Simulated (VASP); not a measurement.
# SnTe (Fm-3m) in VASP: notebook

SnTe is run at these levels: r2SCAN; tasks: single point.

Program: VASP 6.6.1. These are calculated values, not measurements. Logs are shortened: lines on timing, memory, paths and dates and some standing lists are left out, and cuts for length are marked.

## 1. The cell of the first run

It takes space group Fm-3m (No. 225, cubic). Conventional cell: a = 6.381 Å, b = 6.381 Å, c = 6.381 Å, α = 90.00°, β = 90.00°, γ = 90.00°. Within 4.2 Å of Sn (site symmetry m-3m) lie 6 Te at 3.19 Å. Te (site symmetry m-3m) has 6 Sn at 3.19 Å within 4.2 Å.

## 2. Single point, r2SCAN

Contents of POSCAR:

```
SnTe
1.0
    0.0000000000      3.1903442546      3.1903442546
    3.1903442546      0.0000000000      3.1903442546
    3.1903442546      3.1903442546      0.0000000000
Sn Te
1 1
Direct
    0.5000000000      0.5000000000      0.5000000000
    0.0000000000      0.0000000000      0.0000000000
```

Contents of INCAR.step1:

```
PREC = Accurate
ENCUT = 520
ISMEAR = 0
SIGMA = 0.05
LREAL = False
LASPH = True
NELM = 60
NBANDS = 17
GGA = PE
ALGO = Normal
EDIFF = 1E-4
LWAVE = True
LCHARG = False
```

Contents of INCAR.step2:

```
PREC = Accurate
ENCUT = 520
EDIFF = 1E-7
ISMEAR = 0
SIGMA = 0.05
LREAL = False
LASPH = True
NELM = 60
ALGO = Normal
ISIF = 2
LWAVE = False
LCHARG = True
METAGGA = R2SCAN
LMIXTAU = True
LELF = True
LVHAR = True
NBANDS = 17
ISTART = 1
```

Contents of KPOINTS:

```
Automatic mesh
0
Gamma
  6 6 6
```

Potentials or basis: VASP PAW PBE potentials, release 64 (Sn_d, Te).

On the command line:

```console
$ cat potpaw_PBE.64/Sn_d/POTCAR potpaw_PBE.64/Te/POTCAR > POTCAR
$ cp INCAR.step1 INCAR
$ mpirun -np 1 vasp_std > vasp.out
$ cp INCAR.step2 INCAR
$ mpirun -np 1 vasp_std > vasp.out
```

OUTCAR:

```text
PREC = Accurate
   ENCUT = 520
   EDIFF = 1E-7
   ISMEAR = 0
   LREAL = False
   LASPH = True
   NELM = 60
   ISIF = 2
   METAGGA = R2SCAN
   ISTART = 1

 ion  position               nearest neighbor table
   1  0.500  0.500  0.500-   2 3.19   2 3.19   2 3.19   2 3.19   2 3.19   2 3.19
   2  0.000  0.000  0.000-   1 3.19   1 3.19   1 3.19   1 3.19   1 3.19   1 3.19

  LATTYP: Found a face centered cubic cell.
 ALAT       =     6.3806885092

  Lattice vectors:

 A1 = (   0.0000000000,   3.1903442546,   3.1903442546)
 A2 = (   3.1903442546,   0.0000000000,   3.1903442546)
 A3 = (   3.1903442546,   3.1903442546,   0.0000000000)

Analysis of symmetry for initial positions (statically):
=====================================================================
 Subroutine PRICEL returns:
 Original cell was already a primitive cell.

 Routine SETGRP: Setting up the symmetry group for a
 face centered cubic supercell.

 Subroutine GETGRP returns: Found 48 space group operations
 (whereof 48 operations were pure point group operations)
 out of a pool of 48 trial point group operations.

The static configuration has the point symmetry O_h .

Analysis of symmetry for dynamics (positions and initial velocities):
=====================================================================
 Subroutine PRICEL returns:
 Original cell was already a primitive cell.

 Routine SETGRP: Setting up the symmetry group for a
 face centered cubic supercell.

 Subroutine GETGRP returns: Found 48 space group operations
 (whereof 48 operations were pure point group operations)
 out of a pool of 48 trial point group operations.

The dynamic configuration has the point symmetry O_h .

 Subroutine INISYM returns: Found 48 space group operations
 (whereof 48 operations are pure point group operations),
 and found     1 'primitive' translations

----------------------------------------------------------------------------------------

                                     Primitive cell

  volume of cell :      64.9445

  direct lattice vectors                    reciprocal lattice vectors
     0.000000000  3.190344255  3.190344255    -0.156722899  0.156722899  0.156722899
     3.190344255  0.000000000  3.190344255     0.156722899 -0.156722899  0.156722899
     3.190344255  3.190344255  0.000000000     0.156722899  0.156722899 -0.156722899

  length of vectors
     4.511828113  4.511828113  4.511828113     0.271452024  0.271452024  0.271452024

  position of ions in fractional coordinates (direct lattice)
     0.500000000  0.500000000  0.500000000
     0.000000000  0.000000000  0.000000000

  ion indices of the primitive-cell ions
[... 67 lines left out ...]
   LREAL  =      F    real-space projection
   EDIFFG = 0.1E-05   stopping-criterion for IOM
   NSW    =      0    number of steps for IOM
   IBRION =     -1    ionic relax: 0-MD 1-quasi-New 2-CG
   NFREE  =      0    steps in history (QN), initial steepest desc. (CG)
   ISIF   =      2    stress and relaxation
   ISYM   =      2    0-nonsym 1-usesym 2-fastsym
   POTIM  = 0.5000    time-step for ionic-motion
   TEBEG  =    0.0;   TEEND  =   0.0 temperature during run
   PSTRESS=    0.0 pullay stress
   NELECT =      20.0000    total number of electrons
   NUPDOWN=      -1.0000    fix difference up-down
   EMIN   =  10.00;   EMAX   =-10.00  energy-range for DOS
   EFERMI =   0.00;   METHOD = LEGACY
   ISMEAR =     0;   SIGMA  =   0.05  broadening in eV -4-tet -1-fermi 0-gaus
   EFERMI_NEDOS =   21; number of points for ismear=-14 and -15
   IALGO  =     38    algorithm
   IMIX   =      4    mixing-type and parameters
     AMIX     =   0.40;   BMIX     =  1.00
     AMIX_MAG =   1.60;   BMIX_MAG =  1.00
  volume/ion in A,a.u.               =      32.47       219.13
  Fermi-wavevector in a.u.,A,eV,Ry     =   1.105530  2.089149 16.629000  1.222197
  Thomas-Fermi vector in A             =   2.242019
   LORBIT       =      0    0 simple, 1 ext, 2 COOP (PROOUT), +10 PAW based schemes
   METAGGA = R2SCAN    functional components
   LHFCALC =     F    Hartree Fock is set to
   AEXX    =    0.0000 exact exchange contribution
   IVDW    =     0    specifies the selected vdW correction
   LEPSILON=     F    determine dielectric tensor
   LRPA    =     F    only Hartree local field effects (RPA)
 non-spin polarized calculation
 Gauss-broadening in eV      SIGMA  =   0.05
  energy-cutoff  :      520.00
  volume of cell :       64.94
 maximum number of plane-waves:      1807
 NGX is ok and might be reduce to    36
   NGX = 17   NGY = 17   NGZ = 17

 number of electron      20.0000003 magnetization

 Free energy of the ion-electron system (eV)
  ---------------------------------------------------
  ext. energy  EPLUGINS =         0.00000000
  ---------------------------------------------------
  free energy    TOTEN  =       -50.68395023 eV

  energy without entropy =      -50.68382694  energy(sigma->0) =      -50.68388859

 E-fermi :   6.6160     XC(G=0):  -9.8885

 val. band max:        6.5428678159   @ k =   0.5000   0.0000   0.0000
 cond. band min:       6.6890533970   @ k =   0.5000   0.0000   0.0000
 fundamental gap:      0.1461855811
 Fermi energy:         6.6159606067

 k-point     1 :       0.0000    0.0000    0.0000
  band No.  band energies     occupation
      1     -16.2001      2.00000
      2     -16.2001      2.00000
      3     -16.1916      2.00000
      4     -16.1915      2.00000
      5     -16.1915      2.00000
      6      -6.6605      2.00000
[... 297 lines left out ...]
      4     -16.1852      2.00000
      5     -16.1819      2.00000
      6      -5.0359      2.00000
[... 9 lines left out ...]
     16      16.8594      0.00000
     17      18.0524      0.00000

------------------------ aborting loop because EDIFF is reached ----------------------------------------

  FORCE on cell =-STRESS in cart. coord.  units (eV):
  Direction    XX          YY          ZZ          XY          YZ          ZX
  --------------------------------------------------------------------------------------
  -------------------------------------------------------------------------------------
  Total       -0.0208266     -0.0208266     -0.0208266      0.0000000      0.0000000      0.0000000
  in kB       -0.5137919     -0.5137919     -0.5137919      0.0000000      0.0000000      0.0000000
  external PRESSURE =      -0.5137919 kB  Pullay stress =       0.0000000 kB

 VOLUME and BASIS-vectors are now :
 -----------------------------------------------------------------------------
  energy-cutoff  :      520.00
  volume of cell :       64.94
      direct lattice vectors                 reciprocal lattice vectors
     0.000000000  3.190344255  3.190344255    -0.156722899  0.156722899  0.156722899
     3.190344255  0.000000000  3.190344255     0.156722899 -0.156722899  0.156722899
     3.190344255  3.190344255  0.000000000     0.156722899  0.156722899 -0.156722899

 POSITION                                       TOTAL-FORCE (eV/Angst)
 -----------------------------------------------------------------------------------
      3.19034      3.19034      3.19034         0.000000      0.000000      0.000000
      0.00000      0.00000      0.00000        -0.000000      0.000000     -0.000000
 -----------------------------------------------------------------------------------
    total drift:                                0.000000      0.000000      0.000000

  FREE ENERGIE OF THE ION-ELECTRON SYSTEM (eV)
  ---------------------------------------------------
  free  energy   TOTEN  =       -50.6839502324 eV

  energy  without entropy=      -50.6838269406  energy(sigma->0) =      -50.68388859
```

OUTCAR.step1:

```text
PREC = Accurate
   ENCUT = 520
   ISMEAR = 0
   LREAL = False
   LASPH = True
[... 531 lines left out ...]
      3.19034      3.19034      3.19034         0.000000      0.000000      0.000000
      0.00000      0.00000      0.00000        -0.000000     -0.000000     -0.000000
 -----------------------------------------------------------------------------------
    total drift:                                0.000000      0.000000      0.000000

  FREE ENERGIE OF THE ION-ELECTRON SYSTEM (eV)
  ---------------------------------------------------
  free  energy   TOTEN  =        -7.5630038958 eV

  energy  without entropy=       -7.5619728378  energy(sigma->0) =       -7.56248837
```

Run time: 1.7 min. Hardware: 1 thread of AMD EPYC 9R45 (Zen 5), shared host; peak memory 0.18 GiB.

What came out:

```yaml
Free_energy: -50.6840 eV
Pressure: -0.1 GPa
Band_gap_on_the_k_mesh: 0.15 eV, direct
```

Caveat: the PAW data sets were made with another functional, which shifts forces and pressure a little; spin-orbit coupling is left out, which moves the levels of the heavy elements. A k mesh can miss the band edges.

## 3. Single point, r2SCAN (volume scaled by 1.02)

Contents of POSCAR:

```
SnTe
1.0
    0.0000000000      3.2114729780      3.2114729780
    3.2114729780      0.0000000000      3.2114729780
    3.2114729780      3.2114729780      0.0000000000
Sn Te
1 1
Direct
    0.5000000000      0.5000000000      0.5000000000
    0.0000000000      0.0000000000      0.0000000000
```

Contents of INCAR.step1:

```
ALGO = Normal
EDIFF = 1E-4
ENCUT = 520
GGA = PE
ISMEAR = 0
LASPH = True
LCHARG = False
LREAL = False
LWAVE = True
NBANDS = 17
NELM = 60
PREC = Accurate
SIGMA = 0.05
```

Contents of INCAR.step2:

```
ALGO = Normal
EDIFF = 1E-6
ENCUT = 520
ISIF = 2
ISMEAR = 0
ISTART = 1
LASPH = True
LCHARG = False
LMIXTAU = True
LREAL = False
LWAVE = False
METAGGA = R2SCAN
NBANDS = 17
NELM = 60
PREC = Accurate
SIGMA = 0.05
```

Contents of KPOINTS:

```
k-points
0
Gamma
  6 6 6
```

Potentials or basis: VASP PAW PBE potentials, release 64 (Sn_d, Te).

On the command line:

```console
$ cat potpaw_PBE.64/Sn_d/POTCAR potpaw_PBE.64/Te/POTCAR > POTCAR
$ cp INCAR.step1 INCAR
$ mpirun -np 1 vasp_std > vasp.out
$ cp INCAR.step2 INCAR
$ mpirun -np 1 vasp_std > vasp.out
```

Run time: 75 s. Hardware: 1 thread of AMD EPYC 9R45 (Zen 5), shared host; peak memory 0.18 GiB.

The run converged. Its results:

- Free energy: -50.6803 eV
- Pressure: -0.9 GPa
- Band gap on the k mesh: 0.20 eV, direct

Levels at points of the mesh, in eV from the valence-band top:
```tsv
k point	band 6	band 7	band 8	band 9	band 10	band 11	band 12	band 13	band 14	band 15
(0.00, 0.00, 0.00)	-13.01	-4.92	-2.26	-2.26	-2.26	3.37	3.37	3.37	5.13	5.13
(0.50, 0.00, 0.00)	-11.79	-8.44	-1.91	-1.91	0.00	0.20	0.43	0.43	8.12	8.95
(0.50, 0.50, 0.00)	-11.52	-6.67	-5.51	-3.77	-3.77	2.60	4.89	4.89	6.33	9.11
```

Caveat: the PAW data sets were made with another functional, which shifts forces and pressure a little; spin-orbit coupling is left out, which moves the levels of the heavy elements. A k mesh can miss the band edges.

## 4. Single point, r2SCAN (volume scaled by 1.04)

Contents of POSCAR:

```
SnTe
1.0
    0.0000000000      3.2323272830      3.2323272830
    3.2323272830      0.0000000000      3.2323272830
    3.2323272830      3.2323272830      0.0000000000
Sn Te
1 1
Direct
    0.5000000000      0.5000000000      0.5000000000
    0.0000000000      0.0000000000      0.0000000000
```

Contents of INCAR.step1:

```
  PREC = Accurate
  ENCUT = 520
  ISMEAR = 0
  SIGMA = 0.05
  LREAL = False
  LASPH = True
  NELM = 100
  NBANDS = 17
  GGA = PE
  ALGO = Normal
  EDIFF = 1E-4
  LWAVE = True
  LCHARG = False
```

Contents of INCAR.step2:

```
  PREC = Accurate
  ENCUT = 520
  EDIFF = 1E-6
  ISMEAR = 0
  SIGMA = 0.05
  LREAL = False
  LASPH = True
  NELM = 100
  ALGO = Normal
  ISIF = 2
  LWAVE = False
  LCHARG = True
  METAGGA = R2SCAN
  LMIXTAU = True
  LELF = True
  LVHAR = True
  NBANDS = 17
  ISTART = 1
```

Contents of KPOINTS:

```
regular mesh
0
Gamma
  6 6 6
```

On the command line:

```console
$ cat potpaw_PBE.64/Sn_d/POTCAR potpaw_PBE.64/Te/POTCAR > POTCAR
$ cp INCAR.step1 INCAR
$ mpirun -np 1 vasp_std > vasp.out
$ cp INCAR.step2 INCAR
$ mpirun -np 1 vasp_std > vasp.out
```

Run time: 68 s. Hardware: 1 thread of AMD EPYC 9R45 (Zen 5), shared host; peak memory 0.18 GiB.

It converged, with:

- Free energy: -50.6702 eV
- Pressure: -1.7 GPa
- Band gap on the k mesh: 0.26 eV, direct

Levels at points of the mesh, in eV from the valence-band top:
| k point | band 8 | band 9 | band 10 | band 11 | band 12 | band 13 |
| --- | --- | --- | --- | --- | --- | --- |
| (0.00, 0.00, 0.00) | -2.16 | -2.16 | -2.16 | 3.37 | 3.37 | 3.37 |
| (0.50, 0.00, 0.00) | -1.81 | -1.81 | 0.00 | 0.26 | 0.50 | 0.50 |
| (0.50, 0.50, 0.00) | -5.33 | -3.63 | -3.63 | 2.72 | 4.84 | 4.84 |

Caveat: the PAW data sets were made with another functional, which shifts forces and pressure a little; spin-orbit coupling is left out, which moves the levels of the heavy elements.

## 5. The runs side by side

| cell | gap on the mesh (eV) | pressure (GPa) |
| --- | --- | --- |
| a = 4.512 Å, angles 60.0°, 2 atoms | 0.15 | -0.1 |
| a = 4.542 Å, angles 60.0°, 2 atoms | 0.20 | -0.9 |
| a = 4.571 Å, angles 60.0°, 2 atoms | 0.26 | -1.7 |

Alike in all rows: task single point; level r2SCAN; potentials or basis VASP PAW PBE potentials, release 64 (Sn_d, Te); no spin polarisation; k mesh 6 × 6 × 6; cutoff (eV) 520; smearing gaussian 0.05 eV.

Caveats: the PAW data sets were made with another functional, which shifts forces and pressure a little; spin-orbit coupling is left out, which moves the levels of the heavy elements.

Absolute energies hang on the potentials; compare differences alone.
